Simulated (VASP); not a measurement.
# Sb (R-3m) in VASP: notebook, part 3 of 3

VASP 6.6.1. The steps go on from the part before.

### Step 5. Single point, PBE

INCAR reads:

```
SYSTEM = Sb
PREC = Accurate ; ENCUT = 520
EDIFF = 1E-6 ; ISMEAR = -1
SIGMA = 0.1 ; LREAL = .False.
LASPH = .True. ; NELM = 80
ALGO = Normal ; ISIF = 2
LWAVE = .False. ; LCHARG = .False.
GGA = PE ; NBANDS = 12
```

KPOINTS reads:

```
regular mesh
0
Gamma
  2 2 2
  0 0 0
```

POSCAR reads:

```
Sb
1.0
    2.1879029667      1.2631863668      3.8431731385
   -2.1879029667      1.2631863668      3.8431731385
    0.0000000000     -2.5263727336      3.8431731385
Sb
2
Direct
    0.2326795448      0.2326795448      0.2326795448
    0.7673204552      0.7673204552      0.7673204552
```

Potentials or basis: VASP PAW PBE potentials, release 64 (Sb).

Launch:

```
cat potpaw_PBE.64/Sb/POTCAR > POTCAR
mpirun -np 1 vasp_std > vasp.out
```

OUTCAR:

```text
SYSTEM = Sb
   PREC = Accurate
   ENCUT = 520
   EDIFF = 1E-6
   ISMEAR = -1
   LREAL = .False.
   LASPH = .True.
   NELM = 80
   ISIF = 2
   GGA = PE

 ion  position               nearest neighbor table
   1  0.233  0.233  0.233-   2 2.95   2 2.95   2 2.95   2 3.43   2 3.43   2 3.43
   2  0.767  0.767  0.767-   1 2.95   1 2.95   1 2.95   1 3.43   1 3.43   1 3.43

  LATTYP: Found a trigonal (rhomboedric) cell.
 ALAT       =     4.5991889460
 COS(alpha) =     0.5473905614

  Lattice vectors:

 A1 = (   2.1879029667,   1.2631863668,   3.8431731385)
 A2 = (  -2.1879029667,   1.2631863668,   3.8431731385)
 A3 = (   0.0000000000,  -2.5263727336,   3.8431731385)

Analysis of symmetry for initial positions (statically):
=====================================================================
 Subroutine PRICEL returns:
 Original cell was already a primitive cell.

 Routine SETGRP: Setting up the symmetry group for a
 trigonal (rhombohedral) supercell.

 Subroutine GETGRP returns: Found 12 space group operations
 (whereof 12 operations were pure point group operations)
 out of a pool of 12 trial point group operations.

The static configuration has the point symmetry D_3d.

Analysis of symmetry for dynamics (positions and initial velocities):
=====================================================================
 Subroutine PRICEL returns:
 Original cell was already a primitive cell.

 Routine SETGRP: Setting up the symmetry group for a
 trigonal (rhombohedral) supercell.

 Subroutine GETGRP returns: Found 12 space group operations
 (whereof 12 operations were pure point group operations)
 out of a pool of 12 trial point group operations.

The dynamic configuration has the point symmetry D_3d.

 Subroutine INISYM returns: Found 12 space group operations
 (whereof 12 operations are pure point group operations),
 and found     1 'primitive' translations

----------------------------------------------------------------------------------------

                                     Primitive cell

  volume of cell :      63.7289

  direct lattice vectors                    reciprocal lattice vectors
     2.187902967  1.263186367  3.843173139     0.228529330  0.131941470  0.086733884
    -2.187902967  1.263186367  3.843173139    -0.228529330  0.131941470  0.086733884
     0.000000000 -2.526372734  3.843173139     0.000000000 -0.263882941  0.086733884

  length of vectors
     4.599188946  4.599188946  4.599188946     0.277771440  0.277771440  0.277771440

  position of ions in fractional coordinates (direct lattice)
     0.232679545  0.232679545  0.232679545
     0.767320455  0.767320455  0.767320455

  ion indices of the primitive-cell ions
   primitive index   ion index
                 1           1
                 2           2

----------------------------------------------------------------------------------------

 KPOINTS: regular mesh

Automatic generation of k-mesh.
 Grid dimensions read from file:
 generate k-points for:    2    2    2

 Generating k-lattice:

  Cartesian coordinates                     Fractional coordinates (reciprocal lattice)
     0.114264665  0.065970735  0.043366942     0.500000000  0.000000000  0.000000000
    -0.114264665  0.065970735  0.043366942     0.000000000  0.500000000  0.000000000
     0.000000000 -0.131941470  0.043366942     0.000000000  0.000000000  0.500000000

  Length of vectors
     0.138885720  0.138885720  0.138885720

  Shift w.r.t. Gamma in fractional coordinates (k-lattice)
     0.000000000  0.000000000  0.000000000

 Subroutine IBZKPT returns following result:
 ===========================================

 Found      4 irreducible k-points:

 Following reciprocal coordinates:
            Coordinates               Weight
  0.000000  0.000000  0.000000      1.000000
  0.500000 -0.000000  0.000000      3.000000
  0.500000  0.500000  0.000000      3.000000
  0.500000  0.500000  0.500000      1.000000
   k-points           NKPTS =      4   k-points in BZ     NKDIM =      4   number of bands    NBANDS=     12
   number of dos      NEDOS =    301   number of ions     NIONS =      2
   total plane-waves  NPLWV =  46656
   dimension x,y,z NGX =    36 NGY =   36 NGZ =   36
   dimension x,y,z NGXF=    72 NGYF=   72 NGZF=   72
   ions per type =               2
   NGX,Y,Z   is equivalent  to a cutoff of  13.01, 13.01, 13.01 a.u.
   NGXF,Y,Z  is equivalent  to a cutoff of  26.03, 26.03, 26.03 a.u.
 SYSTEM =  Sb
   PREC   = accura    normal or accurate (medium, high low for compatibility)
   ISTART =      0    job   : 0-new  1-cont  2-samecut
   ICHARG =      2    charge: 1-file 2-atom 10-const
   ISPIN  =      1    spin polarized calculation?
   LNONCOLLINEAR =      F non collinear calculations
   LSORBIT =      F    spin-orbit coupling
   LASPH  =      T    aspherical Exc in radial PAW
   ENCUT  =  520.0 eV  38.22 Ry    6.18 a.u.   8.55  8.55  8.55*2*pi/ulx,y,z
   NELM   =     80;   NELMIN=  2; NELMDL= -5     # of ELM steps
   EDIFF  = 0.1E-05   stopping-criterion for ELM
   LREAL  =      F    real-space projection
   EDIFFG = 0.1E-04   stopping-criterion for IOM
   NSW    =      0    number of steps for IOM
   IBRION =     -1    ionic relax: 0-MD 1-quasi-New 2-CG
   NFREE  =      0    steps in history (QN), initial steepest desc. (CG)
   ISIF   =      2    stress and relaxation
   ISYM   =      2    0-nonsym 1-usesym 2-fastsym
   POTIM  = 0.5000    time-step for ionic-motion
   TEBEG  =    0.0;   TEEND  =   0.0 temperature during run
   PSTRESS=    0.0 pullay stress
   NELECT =      10.0000    total number of electrons
   NUPDOWN=      -1.0000    fix difference up-down
   EMIN   =  10.00;   EMAX   =-10.00  energy-range for DOS
   EFERMI =   0.00;   METHOD = LEGACY
   ISMEAR =    -1;   SIGMA  =   0.10  broadening in eV -4-tet -1-fermi 0-gaus
   EFERMI_NEDOS =   21; number of points for ismear=-14 and -15
   IALGO  =     38    algorithm
   IMIX   =      4    mixing-type and parameters
     AMIX     =   0.40;   BMIX     =  1.00
     AMIX_MAG =   1.60;   BMIX_MAG =  1.00
  volume/ion in A,a.u.               =      31.86       215.03
  Fermi-wavevector in a.u.,A,eV,Ry     =   0.883004  1.668635 10.608406  0.779696
  Thomas-Fermi vector in A             =   2.003712
   LORBIT       =      0    0 simple, 1 ext, 2 COOP (PROOUT), +10 PAW based schemes
   GGA     = PE    functional components
   LHFCALC =     F    Hartree Fock is set to
   AEXX    =    0.0000 exact exchange contribution
   IVDW    =     0    specifies the selected vdW correction
   LEPSILON=     F    determine dielectric tensor
   LRPA    =     F    only Hartree local field effects (RPA)
 non-spin polarized calculation
  energy-cutoff  :      520.00
  volume of cell :       63.73
 maximum number of plane-waves:      1728
 NGX is ok and might be reduce to    36
   NGX = 17   NGY = 17   NGZ = 17

 number of electron      10.0000000 magnetization

 Free energy of the ion-electron system (eV)
  ---------------------------------------------------
  ext. energy  EPLUGINS =         0.00000000
  ---------------------------------------------------
  free energy    TOTEN  =        -6.55707520 eV

  energy without entropy =       -6.44680102  energy(sigma->0) =       -6.50193811

 E-fermi :   6.4962     XC(G=0):  -9.2200

 val. band max:        6.3829069945   @ k =   0.5000  -0.0000   0.0000
 cond. band min:       6.5845856770   @ k =   0.5000  -0.0000   0.0000
 fundamental gap:      0.2016786826
 Fermi energy:         6.4962283985

 k-point     1 :       0.0000    0.0000    0.0000
  band No.  band energies     occupation
      1      -5.5488      2.00000
      2       1.6877      2.00000
      3       4.7495      2.00000
      4       5.0848      2.00000
      5       5.0848      2.00000
      6       8.8450      0.00000
      7       9.3378      0.00000
      8       9.3378      0.00000
      9      11.8557      0.00000
     10      11.8557      0.00000
     11      11.8832      0.00000
     12      13.4410      0.00000

 k-point     2 :       0.5000   -0.0000    0.0000
  band No.  band energies     occupation
      1      -3.3091      2.00000
      2      -2.6463      2.00000
      3       4.9469      2.00000
      4       4.9530      2.00000
      5       6.3829      1.51286
      6       6.5846      0.58488
      7       6.9107      0.03121
      8       7.2525      0.00104
      9      14.1451      0.00000
     10      14.7306      0.00000
     11      15.6770      0.00000
     12      15.7566      0.00000

 k-point     3 :       0.5000    0.5000    0.0000
  band No.  band energies     occupation
      1      -3.3509      2.00000
      2      -1.1364      2.00000
      3       1.5489      2.00000
      4       3.1714      2.00000
      5       3.3285      2.00000
      6       8.4247      0.00000
      7      11.3869      0.00000
      8      12.0197      0.00000
      9      13.2278      0.00000
     10      15.2863      0.00000
     11      16.6454      0.00000
     12      16.8102      0.00000

 k-point     4 :       0.5000    0.5000    0.5000
  band No.  band energies     occupation
      1      -4.0882      2.00000
      2      -2.0881      2.00000
      3       5.5661      1.99982
      4       5.5661      1.99982
      5       6.3711      1.55504
      6       6.9229      0.02767
      7       6.9229      0.02767
      8       7.6690      0.00002
      9      13.6096      0.00000
     10      15.2804      0.00000
     11      15.2804      0.00000
     12      15.7231      0.00000

------------------------ aborting loop because EDIFF is reached ----------------------------------------

  FORCE on cell =-STRESS in cart. coord.  units (eV):
  Direction    XX          YY          ZZ          XY          YZ          ZX
  --------------------------------------------------------------------------------------
  -------------------------------------------------------------------------------------
  Total        2.7133148      2.7133148      2.1714965      0.0000000     -0.0000000      0.0000000
  in kB       68.2140892     68.2140892     54.5925049      0.0000000     -0.0000000      0.0000000
  external PRESSURE =      63.6735611 kB  Pullay stress =       0.0000000 kB

 VOLUME and BASIS-vectors are now :
 -----------------------------------------------------------------------------
  energy-cutoff  :      520.00
  volume of cell :       63.73
      direct lattice vectors                 reciprocal lattice vectors
     2.187902967  1.263186367  3.843173139     0.228529330  0.131941470  0.086733884
    -2.187902967  1.263186367  3.843173139    -0.228529330  0.131941470  0.086733884
     0.000000000 -2.526372734  3.843173139     0.000000000 -0.263882941  0.086733884

 POSITION                                       TOTAL-FORCE (eV/Angst)
 -----------------------------------------------------------------------------------
      0.00000      0.00000      2.68268         0.000000      0.000000     -2.211029
      0.00000      0.00000      8.84684         0.000000      0.000000      2.211029
 -----------------------------------------------------------------------------------
    total drift:                                0.000000     -0.000000     -0.000000

  FREE ENERGIE OF THE ION-ELECTRON SYSTEM (eV)
  ---------------------------------------------------
  free  energy   TOTEN  =        -6.5570752036 eV

  energy  without entropy=       -6.4468010194  energy(sigma->0) =       -6.50193811
```

stdout:

```text
POSCAR found type information on POSCAR Sb
 POSCAR found :  1 types and       2 ions
 scaLAPACK will be used
 LDA part: xc-table for (Slater+PW92), standard interpolation
 POSCAR, INCAR and KPOINTS ok, starting setup
 FFT: planning ... GRIDC
 FFT: planning ... GRID_SOFT
 FFT: planning ... GRID
 WAVECAR not read
 entering main loop
```

Wall time 5.8 s (1 thread of Intel Xeon Platinum 8488C (Sapphire Rapids), shared host); peak memory 0.19 GiB.

Results:

```yaml
Free_energy: -6.5571 eV
Pressure: 6.4 GPa
Largest_force: 2.211 eV/Å
```

Forces in eV/Å, atoms in the order of the input:
```
Sb   0.000  0.000 -2.211
Sb   0.000  0.000  2.211
```

Stress tensor (GPa, compression positive):
```
6.82 0.00 0.00
0.00 6.82 0.00
0.00 0.00 5.46
```

Levels at points of the mesh, in eV from the Fermi level:
```
           k point  band 2  band 3  band 4  band 5  band 6  band 7  band 8  band 9
(0.00, 0.00, 0.00)   -4.81   -1.75   -1.41   -1.41    2.35    2.84    2.84    5.36
(0.50, 0.00, 0.00)   -9.14   -1.55   -1.54   -0.11    0.09    0.41    0.76    7.65
(0.50, 0.50, 0.00)   -7.63   -4.95   -3.32   -3.17    1.93    4.89    5.52    6.73
(0.50, 0.50, 0.50)   -8.58   -0.93   -0.93   -0.13    0.43    0.43    1.17    7.11
```

Caveat: the k points lie up to 0.87 Å⁻¹ apart; spin-orbit coupling is left out, which moves the levels of the heavy elements; forces of over 1 eV/Å act on the atoms, so gaps and moduli don't describe the material at rest.

### Step 6. Single point, PBE

INCAR reads:

```
PREC = Accurate
ENCUT = 520
EDIFF = 1E-7
ISMEAR = -1
SIGMA = 0.1
LREAL = F
LASPH = T
NELM = 60
ALGO = Normal
ISIF = 2
LWAVE = F
LCHARG = F
GGA = PE
NBANDS = 12
```

KPOINTS reads:

```
regular mesh
0
Gamma
  2 2 2
```

POSCAR is that of step 5.

Potentials or basis: VASP PAW PBE potentials, release 64 (Sb).

Launch:

```
cat potpaw_PBE.64/Sb/POTCAR > POTCAR
mpirun -np 1 vasp_std > vasp.out
```

It took 6.6 s on 1 thread of Intel Xeon Platinum 8488C (Sapphire Rapids), shared host; peak memory 0.19 GiB.

It converged, with:

* Free energy: -6.5571 eV
* Pressure: 6.4 GPa
* Largest force: 2.211 eV/Å

Forces on the atoms (eV/Å):
```
Sb   0.000  0.000 -2.211
Sb   0.000  0.000  2.211
```

Stress tensor (GPa, compression positive):
```
6.82 0.00 0.00
0.00 6.82 0.00
0.00 0.00 5.46
```

Levels at points of the mesh, in eV from the Fermi level:
| k point | band 2 | band 3 | band 4 | band 5 | band 6 | band 7 | band 8 | band 9 |
| --- | --- | --- | --- | --- | --- | --- | --- | --- |
| (0.00, 0.00, 0.00) | -4.81 | -1.75 | -1.41 | -1.41 | 2.35 | 2.84 | 2.84 | 5.36 |
| (0.50, 0.00, 0.00) | -9.14 | -1.55 | -1.54 | -0.11 | 0.09 | 0.41 | 0.76 | 7.65 |
| (0.50, 0.50, 0.00) | -7.63 | -4.95 | -3.32 | -3.17 | 1.93 | 4.89 | 5.52 | 6.73 |
| (0.50, 0.50, 0.50) | -8.58 | -0.93 | -0.93 | -0.13 | 0.43 | 0.43 | 1.17 | 7.11 |

Caveat: the k points lie up to 0.87 Å⁻¹ apart; spin-orbit coupling is left out, which moves the levels of the heavy elements; forces of over 1 eV/Å act on the atoms, so gaps and moduli don't describe the material at rest.

### Step 7. Summary

| cell | k mesh | gap on the mesh (eV) | pressure (GPa) | largest force (eV/Å) |
| --- | --- | --- | --- | --- |
| a = 4.599 Å, angles 56.8°, 2 atoms | 14 × 14 × 14 | none | 0.1 | 0.05 |
| a = 4.719 Å, angles 56.8°, 2 atoms | 14 × 14 × 14 | none | -3.2 | 0.31 |
| a = 4.776 Å, angles 56.8°, 2 atoms | 14 × 14 × 14 | none | -4.4 | 0.45 |
| a = 4.599 Å, angles 56.8°, 2 atoms | 2 × 2 × 2 | - | 6.4 | 2.21 |

Alike in all rows: task single point; level PBE; potentials or basis VASP PAW PBE potentials, release 64 (Sb); no spin polarisation; cutoff (eV) 520; smearing fermi-dirac 0.1 eV.

Caveats: some runs use coarse meshes; spin-orbit coupling is left out, which moves the levels of the heavy elements; the cell stands under tension (at least some runs); forces of over 1 eV/Å act on the atoms, so gaps and moduli don't describe the material at rest (at least some runs).

Absolute energies hang on the potentials; compare differences alone.
